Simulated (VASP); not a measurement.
Wanted: the native input for a VASP 6.6.1 run.

```
Task                   : electric field gradients
Functional             : PBEsol
Potentials or basis    : VASP PAW PBE potentials, release 64 (N)
Cutoff                 : 520 eV
k mesh                 : 4 × 4 × 4
Occupations            : fermi-dirac, width 0.02 eV
Spin                   : no spin polarisation
Dipole correction      : no
Further INCAR settings : ALGO = Normal; EDIFF = 1e-08; NBANDS = 18
```

The structure of N lies in POSCAR:

```
N
1.0
    5.6110861060      0.0000000000      0.0000000000
    0.0000000000      5.6110861060      0.0000000000
    0.0000000000      0.0000000000      5.6110861060
N
4
Direct
    0.0300000000      0.0300000000      0.0300000000
    0.4700000000      0.9700000000      0.5300000000
    0.5300000000      0.4700000000      0.9700000000
    0.9700000000      0.5300000000      0.4700000000
```

These files were run (other wordings do the same):

INCAR

```
SYSTEM = N
PREC     = Accurate       ! precision mode
ENCUT    = 520            ! plane-wave cutoff, eV
EDIFF    = 1E-8           ! SCF threshold, eV
ISMEAR   = -1             ! smearing method
SIGMA    = 0.02           ! smearing width, eV
LREAL    = .False.        ! projectors in reciprocal space
LASPH    = .True.         ! aspherical terms in the spheres
NELM     = 80             ! most SCF steps
ALGO     = Normal         ! electronic algorithm
ISIF     = 2              ! what is computed and relaxed
LWAVE    = .False.        ! write WAVECAR
LCHARG   = .False.        ! write CHGCAR
GGA      = PS             ! functional
LEFG     = .True.       
NBANDS   = 18             ! bands
```

KPOINTS

```
Automatic mesh
0
Gamma
  4 4 4
  0 0 0
```

Potentials or basis: VASP PAW PBE potentials, release 64 (N).

Launch:

```sh
$ cat potpaw_PBE.64/N/POTCAR > POTCAR
$ mpirun -np 1 vasp_std > vasp.out
```

It gave:

- Pressure: -4.4 GPa
- Largest force: 0.406 eV/Å
- Band gap on the k mesh: zero (bands 10 and 11 overlap by 0.16 eV)
- Largest electric field gradient by atom: N -6.3 V/Å²

Caveat: the cell stands under tension; without QUAD_EFG the Cq values of the log hold for a quadrupole moment of 1 mb, not for the nuclei; the PAW data sets were made with another functional, which shifts forces and pressure a little.

It took 46 s on 1 thread of Intel Xeon 8259CL (shared host), peak memory 0.25 GiB.
